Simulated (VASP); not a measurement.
A run of VASP 6.6.1 is set up as follows.

The input POSCAR:

```
TiCo2
1.0
    0.0000000000      3.3767951966      3.3767951966
    3.3767951966      0.0000000000      3.3767951966
    3.3767951966      3.3767951966      0.0000000000
Ti Co
2 4
Direct
    0.5000000000      0.5000000000      0.5000000000
    0.7500000000      0.7500000000      0.7500000000
    0.1250000000      0.1250000000      0.1250000000
    0.6250000000      0.1250000000      0.1250000000
    0.1250000000      0.1250000000      0.6250000000
    0.1250000000      0.6250000000      0.1250000000
```

INCAR.step1

```
PREC = Accurate ; ENCUT = 520
ISMEAR = 0 ; SIGMA = 0.1
LREAL = F ; LASPH = T
NELM = 150 ; ISPIN = 2
MAGMOM = -0.71 -0.71 1.69 1.69 1.69 1.69 ; LMAXMIX = 4
NBANDS = 43 ; GGA = PE
ALGO = Normal ; EDIFF = 1E-4
LWAVE = T ; LCHARG = F
```

INCAR.step2

```
PREC = Accurate ; ENCUT = 520
EDIFF = 1E-6 ; ISMEAR = 0
SIGMA = 0.1 ; LREAL = F
LASPH = T ; NELM = 150
ALGO = Normal ; ISIF = 2
LWAVE = F ; LCHARG = F
ISPIN = 2 ; MAGMOM = -0.71 -0.71 1.69 1.69 1.69 1.69
LORBIT = 11 ; LMAXMIX = 4
METAGGA = R2SCAN ; LMIXTAU = T
NBANDS = 43 ; ISTART = 1
```

File KPOINTS:

```
Automatic mesh
0
Gamma
  10 10 10
```

Potentials or basis: VASP PAW PBE potentials, release 64 (Ti_sv, Co).

The run is started by

```console
$ cat potpaw_PBE.64/Ti_sv/POTCAR potpaw_PBE.64/Co/POTCAR > POTCAR
$ cp INCAR.step1 INCAR
$ mpirun -np 1 vasp_std > vasp.out
$ cp INCAR.step2 INCAR
$ mpirun -np 1 vasp_std > vasp.out
```

(1) Predict the net moment.

(2) Estimate the pressure.

(3) Estimate the site moments.

Answers

(1) 4.09 μB per cell.

(2) -4.9 GPa.

(3) Ti -0.69; Co +1.54 μB.

Caveat: the cell stands under tension; the PAW data sets were made with another functional, which shifts forces and pressure a little.
